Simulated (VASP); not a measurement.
# HfN in VASP: notebook

Runs on HfN. Level: PBEsol. Tasks: single point.

Everything below comes from runs of VASP 6.6.1. Logs are shortened: lines on timing, memory, paths and dates and some standing lists are left out, and cuts for length are marked.

### Step 1. The cell of the first run

The cell holds a wire or tube with vacuum around it, 14 atoms: a = 13.500 Å, b = 13.800 Å, c = 4.502 Å, α = 90.00°, β = 90.00°, γ = 90.00°.

### Step 2. Single point, PBEsol

INCAR

```
ALGO = Normal
EDIFF = 1E-6
ENCUT = 520
GGA = PS
ISIF = 2
ISMEAR = 0
LASPH = True
LCHARG = True
LELF = True
LREAL = False
LVHAR = True
LWAVE = False
NBANDS = 66
NELM = 60
PREC = Accurate
SIGMA = 0.05
```

KPOINTS

```
k-points
0
Gamma
  1 1 12
```

POSCAR

```
HfN
1.0
   13.5000000000      0.0000000000      0.0000000000
    0.0000000000     13.8000000000      0.0000000000
    0.0000000000      0.0000000000      4.5017418696
Hf N
7 7
Direct
    0.5000000000      0.5000000000      0.0000000000
    0.5000000000      0.3368934105      0.5000000000
    0.5000000000      0.6631065895      0.5000000000
    0.3332688196      0.5000000000      0.5000000000
    0.6667311804      0.5000000000      0.5000000000
    0.3332688196      0.3368934105      0.0000000000
    0.3332688196      0.6631065895      0.0000000000
    0.3332688196      0.5000000000      0.0000000000
    0.6667311804      0.5000000000      0.0000000000
    0.3332688196      0.3368934105      0.5000000000
    0.3332688196      0.6631065895      0.5000000000
    0.5000000000      0.5000000000      0.5000000000
    0.5000000000      0.3368934105      0.0000000000
    0.5000000000      0.6631065895      0.0000000000
```

Potentials or basis: VASP PAW PBE potentials, release 64 (Hf_pv, N).

Run with:

```sh
cat potpaw_PBE.64/Hf_pv/POTCAR potpaw_PBE.64/N/POTCAR > POTCAR
mpirun -np 1 vasp_std > vasp.out
```

OUTCAR:

```text
EDIFF = 1E-6
   ENCUT = 520
   GGA = PS
   ISIF = 2
   ISMEAR = 0
   LASPH = True
   LREAL = False
   NELM = 60
   PREC = Accurate

 ion  position               nearest neighbor table
   1  0.500  0.500  0.000-  12 2.25  12 2.25  14 2.25  13 2.25   8 2.25   9 2.25   2 3.18   2 3.18
                             3 3.18   3 3.18   4 3.18   4 3.18   5 3.18   5 3.18   6 3.18   7 3.18
   2  0.500  0.337  0.500-  13 2.25  13 2.25  12 2.25  10 2.25   1 3.18   1 3.18   6 3.18   6 3.18
                             5 3.18   4 3.18
   3  0.500  0.663  0.500-  14 2.25  14 2.25  12 2.25  11 2.25   1 3.18   1 3.18   7 3.18   7 3.18
                             5 3.18   4 3.18
   4  0.333  0.500  0.500-   8 2.25   8 2.25  11 2.25  10 2.25  12 2.25   7 3.18   6 3.18   7 3.18
                             6 3.18   1 3.18   1 3.18   2 3.18   3 3.18
   5  0.667  0.500  0.500-   9 2.25   9 2.25  12 2.25   1 3.18   1 3.18   2 3.18   3 3.18
   6  0.333  0.337  0.000-  10 2.25  10 2.25   8 2.25  13 2.25   4 3.18   4 3.18   2 3.18   2 3.18
                             1 3.18
   7  0.333  0.663  0.000-  11 2.25  11 2.25   8 2.25  14 2.25   4 3.18   4 3.18   3 3.18   3 3.18
                             1 3.18
   8  0.333  0.500  0.000-   4 2.25   4 2.25   7 2.25   6 2.25   1 2.25
   9  0.667  0.500  0.000-   5 2.25   5 2.25   1 2.25
  10  0.333  0.337  0.500-   6 2.25   6 2.25   4 2.25   2 2.25
  11  0.333  0.663  0.500-   7 2.25   7 2.25   4 2.25   3 2.25
  12  0.500  0.500  0.500-   1 2.25   1 2.25   3 2.25   2 2.25   5 2.25   4 2.25
  13  0.500  0.337  0.000-   2 2.25   2 2.25   1 2.25   6 2.25
  14  0.500  0.663  0.000-   3 2.25   3 2.25   1 2.25   7 2.25

  LATTYP: Found a simple orthorhombic cell.
 ALAT       =     4.5017418696
 B/A-ratio  =     2.9988392029
 C/A-ratio  =     3.0654800741

  Lattice vectors:

 A1 = (   0.0000000000,   0.0000000000,   4.5017418696)
 A2 = (  13.5000000000,   0.0000000000,   0.0000000000)
 A3 = (   0.0000000000,  13.8000000000,   0.0000000000)

Analysis of symmetry for initial positions (statically):
=====================================================================
 Subroutine PRICEL returns:
 Original cell was already a primitive cell.

 Routine SETGRP: Setting up the symmetry group for a
 simple orthorhombic supercell.

 Subroutine GETGRP returns: Found  4 space group operations
 (whereof  4 operations were pure point group operations)
 out of a pool of  8 trial point group operations.

The static configuration has the point symmetry C_2v.

Analysis of symmetry for dynamics (positions and initial velocities):
[... 132 lines left out ...]
   ISMEAR =     0;   SIGMA  =   0.05  broadening in eV -4-tet -1-fermi 0-gaus
   EFERMI_NEDOS =   21; number of points for ismear=-14 and -15
   IALGO  =     38    algorithm
   IMIX   =      4    mixing-type and parameters
     AMIX     =   0.40;   BMIX     =  1.00
     AMIX_MAG =   1.60;   BMIX_MAG =  1.00
  volume/ion in A,a.u.               =      59.91       404.26
  Fermi-wavevector in a.u.,A,eV,Ry     =   0.818980  1.547648  9.125818  0.670729
  Thomas-Fermi vector in A             =   1.929704
   LORBIT       =      0    0 simple, 1 ext, 2 COOP (PROOUT), +10 PAW based schemes
   GGA     = PS    functional components
   LHFCALC =     F    Hartree Fock is set to
   AEXX    =    0.0000 exact exchange contribution
   IVDW    =     0    specifies the selected vdW correction
   LEPSILON=     F    determine dielectric tensor
   LRPA    =     F    only Hartree local field effects (RPA)
 non-spin polarized calculation
 Gauss-broadening in eV      SIGMA  =   0.05
  energy-cutoff  :      520.00
  volume of cell :      838.67
 maximum number of plane-waves:     22629
   NGX = 51   NGY = 51   NGZ = 17

 number of electron     105.0000006 magnetization

 Free energy of the ion-electron system (eV)
  ---------------------------------------------------
  ext. energy  EPLUGINS =         0.00000000
  ---------------------------------------------------
  free energy    TOTEN  =      -143.52146908 eV

  energy without entropy =     -143.51188802  energy(sigma->0) =     -143.51667855

 E-fermi :  -0.8639     XC(G=0):  -4.0370

 val. band max:       -0.8708373258   @ k =   0.0000   0.0000   0.0000
 cond. band min:      -0.8472176179   @ k =   0.0000   0.0000   0.0833
 fundamental gap:      0.0236197079
 Fermi energy:        -0.8638517730

 k-point     1 :       0.0000    0.0000    0.0000
  band No.  band energies     occupation
      1     -33.1110      2.00000
      2     -33.1054      2.00000
      3     -32.9576      2.00000
      4     -32.9521      2.00000
      5     -32.8704      2.00000
      6     -32.8399      2.00000
[... 458 lines left out ...]
     63       1.0869      0.00000
     64       1.3737      0.00000
 [bands above 64 left out]

------------------------ aborting loop because EDIFF is reached ----------------------------------------

  FORCE on cell =-STRESS in cart. coord.  units (eV):
  Direction    XX          YY          ZZ          XY          YZ          ZX
  --------------------------------------------------------------------------------------
  -------------------------------------------------------------------------------------
  Total      -21.0917833    -17.3236227    -44.4956446      0.0000000      0.0000000      0.0000000
  in kB      -40.2930775    -33.0945024    -85.0030759      0.0000000      0.0000000      0.0000000
  external PRESSURE =     -52.7968853 kB  Pullay stress =       0.0000000 kB

 VOLUME and BASIS-vectors are now :
 -----------------------------------------------------------------------------
  energy-cutoff  :      520.00
  volume of cell :      838.67
      direct lattice vectors                 reciprocal lattice vectors
    13.500000000  0.000000000  0.000000000     0.074074074  0.000000000  0.000000000
     0.000000000 13.800000000  0.000000000     0.000000000  0.072463768  0.000000000
     0.000000000  0.000000000  4.501741870     0.000000000  0.000000000  0.222136237

 POSITION                                       TOTAL-FORCE (eV/Angst)
 -----------------------------------------------------------------------------------
      6.75000      6.90000      0.00000         2.904618      0.000000     -0.000000
      6.75000      4.64913      2.25087        -1.168996      2.101573     -0.000000
      6.75000      9.15087      2.25087        -1.168996     -2.101573     -0.000000
      4.49913      6.90000      2.25087         2.288688      0.000000     -0.000000
      9.00087      6.90000      2.25087        -1.824774      0.000000     -0.000000
      4.49913      4.64913      0.00000         2.623420      2.517607     -0.000000
      4.49913      9.15087      0.00000         2.623420     -2.517607      0.000000
      4.49913      6.90000      0.00000        -1.067801      0.000000     -0.000000
      9.00087      6.90000      0.00000        -0.621260      0.000000     -0.000000
      4.49913      4.64913      2.25087         0.169616     -0.466179     -0.000000
      4.49913      9.15087      2.25087         0.169616      0.466179     -0.000000
      6.75000      6.90000      2.25087        -0.088682      0.000000     -0.000000
      6.75000      4.64913      0.00000        -2.419435     -0.350520     -0.000000
      6.75000      9.15087      0.00000        -2.419435      0.350520     -0.000000
 -----------------------------------------------------------------------------------
    total drift:                                0.000835     -0.000000     -0.000000

  FREE ENERGIE OF THE ION-ELECTRON SYSTEM (eV)
  ---------------------------------------------------
  free  energy   TOTEN  =      -143.5214690819 eV

  energy  without entropy=     -143.5118880171  energy(sigma->0) =     -143.51667855
```

OSZICAR:

```text
N       E                     dE             d eps       ncg     rms          rms(c)
DAV:   1     0.665212756725E+03    0.66521E+03   -0.50383E+04  1204   0.125E+03
DAV:   2    -0.601720990644E+02   -0.72538E+03   -0.69967E+03  1250   0.288E+02
DAV:   3    -0.168756174745E+03   -0.10858E+03   -0.10713E+03  1048   0.935E+01
[... 18 lines left out ...]
DAV:  22    -0.143521415593E+03   -0.75449E-04   -0.32579E-05   736   0.107E-02    0.391E-03
DAV:  23    -0.143521463576E+03   -0.47983E-04   -0.21374E-05   720   0.675E-03    0.176E-03
DAV:  24    -0.143521466646E+03   -0.30694E-05   -0.35395E-06   792   0.294E-03    0.127E-03
DAV:  25    -0.143521468446E+03   -0.18004E-05   -0.15418E-06   688   0.221E-03    0.692E-04
DAV:  26    -0.143521469082E+03   -0.63582E-06   -0.62027E-07   752   0.125E-03
   1 F= -.14352147E+03 E0= -.14351668E+03  d E =-.958106E-02
```

Wall time 14 min (1 thread of Intel Xeon Platinum 8259CL at 2.50GHz (Skylake/Cascade Lake), shared host); peak memory 0.92 GiB.

Results:

```
Free energy            : -143.5215 eV
Largest force          : 3.636 eV/Å
Band gap on the k mesh : zero (an odd number of electrons rules out a gap without spin polarisation)
```

Forces in eV/Å, atoms in the order of the input:
```
Hf   2.905  0.000  0.000
Hf  -1.169  2.102  0.000
Hf  -1.169 -2.102  0.000
Hf   2.289  0.000  0.000
Hf  -1.825  0.000  0.000
Hf   2.623  2.518  0.000
Hf   2.623 -2.518  0.000
N   -1.068  0.000  0.000
N   -0.621  0.000  0.000
N    0.170 -0.466  0.000
N    0.170  0.466  0.000
N   -0.089  0.000  0.000
N   -2.419 -0.351  0.000
N   -2.419  0.351  0.000
```

Caveat: the PAW data sets were made with another functional, which shifts forces and pressure a little; spin-orbit coupling is left out, which moves the levels of the heavy elements.

### Step 3. Single point, PBEsol

This run uses another cell than the first one.

INCAR

```
SYSTEM = HfN
PREC     = Accurate       ! precision mode
ENCUT    = 520            ! plane-wave cutoff, eV
EDIFF    = 1E-7           ! SCF threshold, eV
ISMEAR   = 0              ! smearing method
SIGMA    = 0.05           ! smearing width, eV
LREAL    = .False.        ! projectors in reciprocal space
LASPH    = .True.         ! aspherical terms in the spheres
NELM     = 100            ! most SCF steps
ALGO     = Normal         ! electronic algorithm
ISIF     = 2              ! what is computed and relaxed
LWAVE    = .False.        ! write WAVECAR
LCHARG   = .True.         ! write CHGCAR
GGA      = PS             ! functional
LELF     = .True.         ! ELF
LVHAR    = .True.       
NBANDS   = 66             ! bands
```

KPOINTS

```
regular mesh
0
Gamma
  1 1 12
  0 0 0
```

POSCAR

```
HfN
1.0
   13.5000000000      0.0000000000      0.0000000000
    0.0000000000     13.8000000000      0.0000000000
    0.0000000000      0.0000000000      4.2968134315
Hf N
7 7
Direct
    0.5171747242      0.5000000000      0.0000000000
    0.4953058006      0.3456626914      0.5000000000
    0.4953058006      0.6543373086      0.5000000000
    0.3443196964      0.5000000000      0.5000000000
    0.6661808725      0.5000000000      0.5000000000
    0.3351649299      0.3496477535      0.0000000000
    0.3351649299      0.6503522465      0.0000000000
    0.3239387282      0.5000000000      0.0000000000
    0.6710248166      0.5000000000      0.0000000000
    0.3363758774      0.3339697592      0.5000000000
    0.3363758774      0.6660302408      0.5000000000
    0.5083533780      0.5000000000      0.5000000000
    0.4841949239      0.3373945133      0.0000000000
    0.4841949239      0.6626054867      0.0000000000
```

Potentials or basis: VASP PAW PBE potentials, release 64 (Hf_pv, N).

Run with:

```sh
cat potpaw_PBE.64/Hf_pv/POTCAR potpaw_PBE.64/N/POTCAR > POTCAR
mpirun -np 1 vasp_std > vasp.out
```

It took 8.7 min on 1 thread of AMD EPYC 9R45 (Zen 5), shared host; peak memory 0.79 GiB.

Results (log left out):

```yaml
Free_energy: -146.9804 eV
Largest_force: 0.111 eV/Å
Band_gap_on_the_k_mesh: zero (an odd number of electrons rules out a gap without spin polarisation)
```

Forces in eV/Å, atoms in the order of the input:
```
Hf  -0.023  0.000  0.000
Hf  -0.077  0.080  0.000
Hf  -0.077 -0.080  0.000
Hf   0.049  0.000  0.000
Hf  -0.096  0.000  0.000
Hf   0.063  0.038  0.000
Hf   0.063 -0.038  0.000
N    0.054  0.000  0.000
N   -0.042  0.000  0.000
N    0.057  0.065  0.000
N    0.057 -0.065  0.000
N    0.032  0.000  0.000
N   -0.029  0.056  0.000
N   -0.029 -0.056  0.000
```

Levels at points of the mesh, in eV from the Fermi level:
```
           k point  band 50  band 51  band 52  band 53  band 54  band 55  band 56  band 57
(0.00, 0.00, 0.00)    -1.95    -0.67    -0.57    -0.55    -0.51     0.60     0.70     0.82
(0.00, 0.00, 0.50)    -0.47    -0.10     1.11     1.19     1.34     1.45     1.57     1.66
```

Caveat: the PAW data sets were made with another functional, which shifts forces and pressure a little; spin-orbit coupling is left out, which moves the levels of the heavy elements.
